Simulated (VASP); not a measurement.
# NaH13O7 in VASP: a series of runs

Runs on NaH13O7. Level: PBE+D3(BJ). Tasks: single point.

Program: VASP 6.6.1. These are calculated values, not measurements. Logs are shortened: lines on timing, memory, paths and dates and some standing lists are left out, and cuts for length are marked.

## 1. The cell of the first run

The cell holds a disordered packing, 21 atoms: a = 6.073 Å, b = 6.073 Å, c = 6.073 Å, α = 90.00°, β = 90.00°, γ = 90.00°.

## 2. Single point, PBE+D3(BJ)

INCAR

```
SYSTEM = NaH13O7
ALGO = Normal
EDIFF = 1E-7
ENCUT = 520
GGA = PE
ISIF = 2
ISMEAR = -1
IVDW = 12
LASPH = .True.
LCHARG = .False.
LREAL = Auto
LWAVE = .False.
NBANDS = 47
NELM = 100
PREC = Accurate
SIGMA = 0.02
```

KPOINTS

```
k-points
0
Gamma
  1 1 1
  0 0 0
```

POSCAR

```
NaH13O7
1.0
    6.0731780000      0.0000000000      0.0000000000
    0.0000000000      6.0731780000      0.0000000000
    0.0000000000      0.0000000000      6.0731780000
O H Na
7 13 1
Direct
    0.2990736020      0.3565932434      0.4784947231
    1.0203667470      0.4334700465      1.0006352349
    0.0864187364      1.0091253404      0.6984212815
    0.4128619495      0.6457358311      0.1384909988
    0.9870329401      0.8204312785      0.2849978435
    0.6611358661      1.1726562373      0.9573644940
    0.5823491517     -0.0262917337      0.3326475074
    0.3126929702      0.4699084165      0.3599214659
    0.4237814613      0.2570369812      0.4473101907
    1.0853574227      0.4816362296      0.8620573357
    0.8808665325      0.3572329437      0.9615183203
    0.1302300176      1.1425755441      0.6175858969
    0.0625012979      0.9040367873      0.5768360679
    0.5207261648      0.5640611308      0.0532969813
    0.4970512225      0.7659561505      0.2271432889
    0.8281430580      0.8671547660      0.3028390486
    0.9911045099      0.6784632363      0.2064874264
    0.6580234417      1.1161593599      1.1129995842
    0.7590696167      1.0715542550      0.8782197889
    0.5572681642     -0.0439859551      0.4892141813
    0.2394345273      0.0266138107      0.0660242399
```

Potentials or basis: VASP PAW PBE potentials, release 64 (O, H, Na_pv).

The run is started by

```bash
$ cat potpaw_PBE.64/O/POTCAR potpaw_PBE.64/H/POTCAR potpaw_PBE.64/Na_pv/POTCAR > POTCAR
$ mpirun -np 1 vasp_gam > vasp.out
```

OUTCAR:

```text
SYSTEM = NaH13O7
   EDIFF = 1E-7
   ENCUT = 520
   GGA = PE
   ISIF = 2
   ISMEAR = -1
   IVDW = 12
   LASPH = .True.
   LREAL = Auto
   NELM = 100
   PREC = Accurate
 IVDW          = 12

 ion  position               nearest neighbor table
   1  0.299  0.357  0.478-   9 0.99   8 1.00
   2  0.020  0.433  0.001-  10 0.97  11 0.99
   3  0.086  0.009  0.698-  12 0.98  13 0.99
   4  0.413  0.646  0.138-  14 0.97  15 1.04
   5  0.987  0.820  0.285-  17 0.99  16 1.01
   6  0.661  0.173  0.957-  19 0.98  18 1.01
   7  0.582  0.974  0.333-  20 0.97
   8  0.313  0.470  0.360-   1 1.00
   9  0.424  0.257  0.447-   1 0.99
  10  0.085  0.482  0.862-   2 0.97
  11  0.881  0.357  0.962-   2 0.99
  12  0.130  0.143  0.618-   3 0.98
  13  0.063  0.904  0.577-   3 0.99
  14  0.521  0.564  0.053-   4 0.97
  15  0.497  0.766  0.227-   4 1.04
  16  0.828  0.867  0.303-   5 1.01
  17  0.991  0.678  0.206-   5 0.99
  18  0.658  0.116  0.113-   6 1.01
  19  0.759  0.072  0.878-   6 0.98
  20  0.557  0.956  0.489-   7 0.97
  21  0.239  0.027  0.066-

  LATTYP: Found a simple cubic cell.
 ALAT       =     6.0731780000

  Lattice vectors:

 A1 = (   6.0731780000,   0.0000000000,   0.0000000000)
 A2 = (   0.0000000000,   6.0731780000,   0.0000000000)
 A3 = (   0.0000000000,   0.0000000000,   6.0731780000)

Analysis of symmetry for initial positions (statically):
=====================================================================
 Subroutine PRICEL returns:
 Original cell was already a primitive cell.

 Routine SETGRP: Setting up the symmetry group for a
 simple cubic supercell.

 Subroutine GETGRP returns: Found  1 space group operations
 (whereof  1 operations were pure point group operations)
 out of a pool of 48 trial point group operations.

The static configuration has the point symmetry C_1 .

Analysis of symmetry for dynamics (positions and initial velocities):
=====================================================================
 Subroutine PRICEL returns:
 Original cell was already a primitive cell.

 Routine SETGRP: Setting up the symmetry group for a
 simple cubic supercell.

 Subroutine GETGRP returns: Found  1 space group operations
 (whereof  1 operations were pure point group operations)
 out of a pool of 48 trial point group operations.

The dynamic configuration has the point symmetry C_1 .

 Subroutine INISYM returns: Found  1 space group operations
 (whereof  1 operations are pure point group operations),
 and found     1 'primitive' translations

----------------------------------------------------------------------------------------

                                     Primitive cell

  volume of cell :     224.0000

  direct lattice vectors                    reciprocal lattice vectors
     6.073178000  0.000000000  0.000000000     0.164658437  0.000000000  0.000000000
     0.000000000  6.073178000  0.000000000     0.000000000  0.164658437  0.000000000
     0.000000000  0.000000000  6.073178000     0.000000000  0.000000000  0.164658437

  length of vectors
     6.073178000  6.073178000  6.073178000     0.164658437  0.164658437  0.164658437

  position of ions in fractional coordinates (direct lattice)
     0.299073602  0.356593243  0.478494723
     0.020366747  0.433470046  0.000635235
     0.086418736  0.009125340  0.698421282
     0.412861949  0.645735831  0.138490999
     0.987032940  0.820431279  0.284997844
     0.661135866  0.172656237  0.957364494
[... 13 lines left out ...]
     0.557268164  0.956014045  0.489214181
     0.239434527  0.026613811  0.066024240

  ion indices of the primitive-cell ions
   primitive index   ion index
                 1           1
                 2           2
                 3           3
                 4           4
                 5           5
                 6           6
[... 13 lines left out ...]
                20          20
                21          21

----------------------------------------------------------------------------------------

 KPOINTS: k-points

Automatic generation of k-mesh.
 Grid dimensions read from file:
 generate k-points for:    1    1    1

 Generating k-lattice:

  Cartesian coordinates                     Fractional coordinates (reciprocal lattice)
     0.164658437  0.000000000  0.000000000     1.000000000  0.000000000  0.000000000
     0.000000000  0.164658437  0.000000000     0.000000000  1.000000000  0.000000000
     0.000000000  0.000000000  0.164658437     0.000000000  0.000000000  1.000000000

  Length of vectors
     0.164658437  0.164658437  0.164658437

  Shift w.r.t. Gamma in fractional coordinates (k-lattice)
     0.000000000  0.000000000  0.000000000

 Subroutine IBZKPT returns following result:
 ===========================================

 Found      1 irreducible k-points:

 Following reciprocal coordinates:
            Coordinates               Weight
  0.000000  0.000000  0.000000      1.000000
   k-points           NKPTS =      1   k-points in BZ     NKDIM =      1   number of bands    NBANDS=     47
   number of dos      NEDOS =    301   number of ions     NIONS =     21
   total plane-waves  NPLWV = 110592
   dimension x,y,z NGX =    48 NGY =   48 NGZ =   48
   dimension x,y,z NGXF=    96 NGYF=   96 NGZF=   96
   ions per type =               7  13   1
   NGX,Y,Z   is equivalent  to a cutoff of  13.14, 13.14, 13.14 a.u.
   NGXF,Y,Z  is equivalent  to a cutoff of  26.28, 26.28, 26.28 a.u.
 SYSTEM =  NaH13O7
   PREC   = accura    normal or accurate (medium, high low for compatibility)
   ISTART =      0    job   : 0-new  1-cont  2-samecut
   ICHARG =      2    charge: 1-file 2-atom 10-const
   ISPIN  =      1    spin polarized calculation?
   LNONCOLLINEAR =      F non collinear calculations
   LSORBIT =      F    spin-orbit coupling
   LASPH  =      T    aspherical Exc in radial PAW
   ENCUT  =  520.0 eV  38.22 Ry    6.18 a.u.  11.29 11.29 11.29*2*pi/ulx,y,z
   NELM   =    100;   NELMIN=  2; NELMDL= -5     # of ELM steps
   EDIFF  = 0.1E-06   stopping-criterion for ELM
   LREAL  =      T    real-space projection
   EDIFFG = 0.1E-05   stopping-criterion for IOM
   NSW    =      0    number of steps for IOM
   IBRION =     -1    ionic relax: 0-MD 1-quasi-New 2-CG
   NFREE  =      0    steps in history (QN), initial steepest desc. (CG)
   ISIF   =      2    stress and relaxation
   ISYM   =      2    0-nonsym 1-usesym 2-fastsym
   POTIM  = 0.5000    time-step for ionic-motion
   TEBEG  =    0.0;   TEEND  =   0.0 temperature during run
   PSTRESS=    0.0 pullay stress
   NELECT =      62.0000    total number of electrons
   NUPDOWN=      -1.0000    fix difference up-down
   EMIN   =  10.00;   EMAX   =-10.00  energy-range for DOS
   EFERMI =   0.00;   METHOD = LEGACY
   ISMEAR =    -1;   SIGMA  =   0.02  broadening in eV -4-tet -1-fermi 0-gaus
   EFERMI_NEDOS =   21; number of points for ismear=-14 and -15
   IALGO  =     38    algorithm
   IMIX   =      4    mixing-type and parameters
     AMIX     =   0.40;   BMIX     =  1.00
     AMIX_MAG =   1.60;   BMIX_MAG =  1.00
  volume/ion in A,a.u.               =      10.67        71.98
  Fermi-wavevector in a.u.,A,eV,Ry     =   1.066898  2.016144 15.487109  1.138270
  Thomas-Fermi vector in A             =   2.202497
   LORBIT       =      0    0 simple, 1 ext, 2 COOP (PROOUT), +10 PAW based schemes
   GGA     = PE    functional components
   LHFCALC =     F    Hartree Fock is set to
   AEXX    =    0.0000 exact exchange contribution
   IVDW    =    12    specifies the selected vdW correction
   LEPSILON=     F    determine dielectric tensor
   LRPA    =     F    only Hartree local field effects (RPA)
 non-spin polarized calculation
  energy-cutoff  :      520.00
  volume of cell :      224.00
 maximum number of plane-waves:      3016
 NGX is ok and might be reduce to    48
   NGX = 23   NGY = 23   NGZ = 23

 number of electron      62.0000007 magnetization

 Free energy of the ion-electron system (eV)
  ---------------------------------------------------
  ext. energy  EPLUGINS =         0.00000000
  ---------------------------------------------------
  free energy    TOTEN  =      -101.56734574 eV

  energy without entropy =     -101.56734574  energy(sigma->0) =     -101.56734574

 E-fermi :  -2.5199     XC(G=0):  -6.8318

 val. band max:       -3.0913125393   @ k =   0.0000   0.0000   0.0000
 cond. band min:       1.0502104705   @ k =   0.0000   0.0000   0.0000
 fundamental gap:      4.1415230098
 Fermi energy:        -2.5198632252

 k-point     1 :       0.0000    0.0000    0.0000
  band No.  band energies     occupation
      1     -24.1435      2.00000
      2     -24.1365      2.00000
      3     -24.1188      2.00000
      4     -22.2956      2.00000
      5     -21.8396      2.00000
      6     -21.7269      2.00000
[... 35 lines left out ...]
     42       7.7642      0.00000
     43       8.0121      0.00000
 [bands above 43 left out]

------------------------ aborting loop because EDIFF is reached ----------------------------------------

 Edisp (eV)   -0.87464

 E8    (eV) :    -0.2214

  FORCE on cell =-STRESS in cart. coord.  units (eV):
  Direction    XX          YY          ZZ          XY          YZ          ZX
  --------------------------------------------------------------------------------------
  -------------------------------------------------------------------------------------
  Total      -0.30191    -1.25268    -2.51372     1.10153     0.12555     1.10016
  in kB      -2.15940    -8.95988   -17.97957     7.87874     0.89801     7.86897
  external pressure =       -9.70 kB  Pullay stress =        0.00 kB

 VOLUME and BASIS-vectors are now :
 -----------------------------------------------------------------------------
  energy-cutoff  :      520.00
  volume of cell :      224.00
      direct lattice vectors                 reciprocal lattice vectors
     6.073178000  0.000000000  0.000000000     0.164658437  0.000000000  0.000000000
     0.000000000  6.073178000  0.000000000     0.000000000  0.164658437  0.000000000
     0.000000000  0.000000000  6.073178000     0.000000000  0.000000000  0.164658437

 POSITION                                       TOTAL-FORCE (eV/Angst)
 -----------------------------------------------------------------------------------
      1.81633      2.16565      2.90598         0.190204     -0.099662     -0.177692
      0.12369      2.63254      0.00386        -0.077164     -0.061273     -0.099145
      0.52484      0.05542      4.24164        -0.084925     -0.112744      0.084241
      2.50738      3.92167      0.84108         0.011399      0.089956      0.050289
      5.99443      4.98263      1.73084        -0.050317     -0.022573     -0.017446
      4.01520      1.04857      5.81424         0.056509     -0.082888      0.075974
[... 13 lines left out ...]
      3.38439      5.80604      2.97108         0.056900      0.014438      0.061817
      1.45413      0.16163      0.40098        -0.021682      0.004797     -0.011610
 -----------------------------------------------------------------------------------
    total drift:                                0.003176      0.005606      0.000286

  FREE ENERGIE OF THE ION-ELECTRON SYSTEM (eV)
  ---------------------------------------------------
  free  energy   TOTEN  =      -102.4419901388 eV

  energy  without entropy=     -102.4419901388  energy(sigma->0) =     -102.44199014
```

Run time: 80 s. Hardware: 1 thread of Intel Xeon 8259CL, shared host; peak memory 0.3 GiB.

What came out:

```yaml
Free_energy: -102.4420 eV
Pressure: -1.0 GPa
Largest_force: 0.279 eV/Å
Dispersion_energy_per_atom: -0.042 eV
```

Forces in eV/Å, atoms in the order of the input:
```
O    0.190 -0.100 -0.178
O   -0.077 -0.061 -0.099
O   -0.085 -0.113  0.084
O    0.011  0.090  0.050
O   -0.050 -0.023 -0.017
O    0.057 -0.083  0.076
O   -0.061  0.082 -0.003
H   -0.021 -0.155  0.111
H   -0.152  0.116  0.029
H    0.060  0.036  0.075
H    0.006  0.016  0.093
H    0.091  0.258 -0.053
H   -0.031 -0.080 -0.018
H    0.041 -0.080 -0.055
H   -0.040 -0.032 -0.069
H    0.069 -0.002 -0.010
H    0.016  0.014  0.027
H   -0.058  0.031  0.003
H    0.000  0.067 -0.098
H    0.057  0.014  0.062
Na  -0.022  0.005 -0.012
```

Caveat: the k points lie up to 1.03 Å⁻¹ apart.

## 3. Single point, PBE+D3(BJ)

INCAR

```
SYSTEM = NaH13O7
PREC     = Accurate       ! precision mode
ENCUT    = 520            ! plane-wave cutoff, eV
EDIFF    = 1E-6           ! SCF threshold, eV
ISMEAR   = -1             ! smearing method
SIGMA    = 0.02           ! smearing width, eV
LREAL    = Auto         
LASPH    = .TRUE.         ! aspherical terms in the spheres
NELM     = 100            ! most SCF steps
ALGO     = Normal         ! electronic algorithm
ISIF     = 2              ! what is computed and relaxed
LWAVE    = .FALSE.        ! write WAVECAR
LCHARG   = .FALSE.        ! write CHGCAR
GGA      = PE             ! functional
IVDW     = 12             ! dispersion correction
NBANDS   = 47             ! bands
```

KPOINTS

```
Automatic mesh
0
G
  1 1 1
  0 0 0
```

POSCAR

```
NaH13O7
1.0
    6.0731780000      0.0000000000      0.0000000000
    0.0000000000      6.0731780000      0.0000000000
    0.0000000000      0.0000000000      6.0731780000
O H Na
7 13 1
Direct
    0.2997771513      0.3774136045      0.5018624516
    1.0261678482      0.4229416625      0.9797012371
    0.0449846851      0.9808044487      0.6984810918
    0.4392263820      0.6520968099      0.1678363453
    0.9945204965      0.8213986154      0.2776305914
    0.6589795326      1.1853431597      0.9398703611
    0.5725667846      0.0188863228      0.3152879761
    0.3745650136      0.4822022342      0.3993625743
    0.3885280491      0.2412575426      0.4982070343
    1.0928709812      0.4350440577      0.8377162665
    0.8808238454      0.3581979649      0.9672859910
    0.0996677522      1.1218508662      0.6401096757
    0.0389087888      0.8846933187      0.5640539434
    0.5307106098      0.6036872293      0.0494963263
    0.5266764781      0.7760846134      0.2455386620
    0.8428700756      0.8774318816      0.2901446327
    0.9904369673      0.6762028052      0.2131668132
    0.6420197136      1.1091886324      1.0852143639
    0.7487513127      1.0958019014      0.8416022056
    0.6560650783      0.1081476617      0.4207352394
    0.2481237994      0.0303136183      0.0369987509
```

Potentials or basis: VASP PAW PBE potentials, release 64 (O, H, Na_pv).

The run is started by

```bash
$ cat potpaw_PBE.64/O/POTCAR potpaw_PBE.64/H/POTCAR potpaw_PBE.64/Na_pv/POTCAR > POTCAR
$ mpirun -np 1 vasp_gam > vasp.out
```

Wall time 56 s (1 thread of Intel Xeon 8259CL, shared host); peak memory 0.3 GiB.

It converged, with:

* Free energy: -101.9295 eV
* Pressure: -0.1 GPa
* Largest force: 1.635 eV/Å
* Dispersion energy per atom: -0.041 eV

Forces in eV/Å, atoms in the order of the input:
```
O    0.094 -0.328  0.511
O    0.856  0.350  1.349
O    0.089  0.257 -0.356
O    0.073  0.893  0.861
O    0.238  0.716  0.457
O   -0.217  0.643 -1.009
O    0.527  0.236  0.308
H   -0.392 -0.357 -0.119
H   -0.118  0.415 -0.389
H    0.268  0.313 -0.980
H   -0.948 -0.532 -0.386
H   -0.145 -0.219 -0.181
H    0.136  0.280  0.345
H    0.494 -0.608 -0.669
H   -0.631 -0.292 -0.190
H   -0.480  0.013 -0.162
H    0.149 -0.705 -0.410
H    0.002 -0.287  0.895
H    0.169 -0.322  0.023
H   -0.137 -0.398 -0.240
Na  -0.025 -0.068  0.343
```

Stress tensor (GPa, compression positive):
```
 0.45  0.29  0.01
 0.29 -0.84 -0.21
 0.01 -0.21  0.11
```

Levels at points of the mesh, in eV from the Fermi level:
```tsv
k point	band 29	band 30	band 31	band 32	band 33	band 34
(0.00, 0.00, 0.00)	-1.07	-0.62	-0.52	3.48	6.93	7.28
```

Caveat: the k points lie up to 1.03 Å⁻¹ apart.

## 4. Single point, PBE+D3(BJ)

INCAR

```
ALGO = Normal ; EDIFF = 1E-6
ENCUT = 520 ; GGA = PE
ISIF = 2 ; ISMEAR = -1
IVDW = 12 ; LASPH = T
LCHARG = F ; LREAL = Auto
LWAVE = F ; NBANDS = 47
NELM = 60 ; PREC = Accurate
SIGMA = 0.02
```

KPOINTS

```
k-points
0
Gamma
  1 1 1
```

POSCAR

```
NaH13O7
1.0
    6.0731780000      0.0000000000      0.0000000000
    0.0000000000      6.0731780000      0.0000000000
    0.0000000000      0.0000000000      6.0731780000
O H Na
7 13 1
Direct
    0.2853036746      0.3956248277      0.5672812488
    1.0124518004      0.4173268098      0.9638775613
    0.0171409433      0.9905686940      0.6951055938
    0.4395063013      0.6687931755      0.1557174843
    0.9953108570      0.7757882282      0.2821916301
    0.6279249513      1.1704745028      0.9168346457
    0.6280237464      0.0199566026      0.3148433983
    0.2287928989      0.4941070392      0.4461255705
    0.4156802254      0.3468694644      0.5006110475
    1.0654718172      0.4241766008      0.8083741329
    0.8664162322      0.3796858910      0.9583450378
    0.1103211531      1.0989633434      0.6289622995
    0.0269710521      0.8632547902      0.5833189806
    0.5553764438      0.5756458974      0.0933613340
    0.5144258904      0.8038954235      0.2219101762
    0.8739575886      0.8837218339      0.2899305767
    0.9524008682      0.6699128529      0.1575945905
    0.6742433698      1.1185741633      1.0572718270
    0.7468577407      1.1410829717      0.8200319503
    0.6231992542     -0.0209939508      0.4670701237
    0.2720651362      0.0167786948      0.0215537895
```

The run is started by

```bash
$ cat potpaw_PBE.64/O/POTCAR potpaw_PBE.64/H/POTCAR potpaw_PBE.64/Na_pv/POTCAR > POTCAR
$ mpirun -np 1 vasp_gam > vasp.out
```

Wall time 60 s (1 thread of Intel Xeon 8259CL, shared host); peak memory 0.3 GiB.

The run converged. Its results:

```
Free energy                : -101.2209 eV
Pressure                   : 0.6 GPa
Largest force              : 3.925 eV/Å
Dispersion energy per atom : -0.041 eV
```

Forces on the atoms (eV/Å):
```
O   -2.475  1.387 -0.390
O    3.744  1.070 -0.498
O   -0.162 -2.168 -0.522
O   -0.015 -0.430 -0.428
O    0.287 -1.154 -1.263
O   -1.538  1.277 -0.826
O   -0.162 -0.099 -0.572
H    0.252 -0.476  0.826
H    2.050 -0.998 -0.669
H   -0.001  0.139  0.905
H   -3.541 -1.055 -0.258
H    0.638  1.117 -0.692
H   -0.261  1.287  1.094
H   -0.393  0.259  0.080
H    0.533  0.023  0.311
H   -1.100  0.381 -0.015
H    0.922  0.943  1.385
H    0.323 -0.632  2.024
H    1.037 -0.748 -1.194
H   -0.004  0.033  0.557
Na  -0.132 -0.155  0.146
```

Stress tensor (GPa, compression positive):
```
 3.90  0.42 -0.37
 0.42 -1.37 -0.81
-0.37 -0.81 -0.69
```

Levels at points of the mesh, in eV from the Fermi level:
| k point | band 27 | band 28 | band 29 | band 30 | band 31 | band 32 | band 33 | band 34 | band 35 | band 36 |
| --- | --- | --- | --- | --- | --- | --- | --- | --- | --- | --- |
| (0.00, 0.00, 0.00) | -2.33 | -1.93 | -1.50 | -0.67 | -0.56 | 2.84 | 6.47 | 6.56 | 6.76 | 6.87 |

Caveat: the k points lie up to 1.03 Å⁻¹ apart.

## 5. The runs side by side

| cell | pressure (GPa) | largest force (eV/Å) |
| --- | --- | --- |
| as given, atomic positions A | -1.0 | 0.28 |
| as given, atomic positions B | -0.1 | 1.64 |
| as given, atomic positions C | 0.6 | 3.93 |

Alike in all rows: task single point; level PBE+D3(BJ); potentials or basis VASP PAW PBE potentials, release 64 (O, H, Na_pv); no spin polarisation; k mesh 1 × 1 × 1; cutoff (eV) 520; smearing fermi-dirac 0.02 eV.

Caveats: all runs use coarse meshes.

Absolute energies hang on the potentials; compare differences alone.
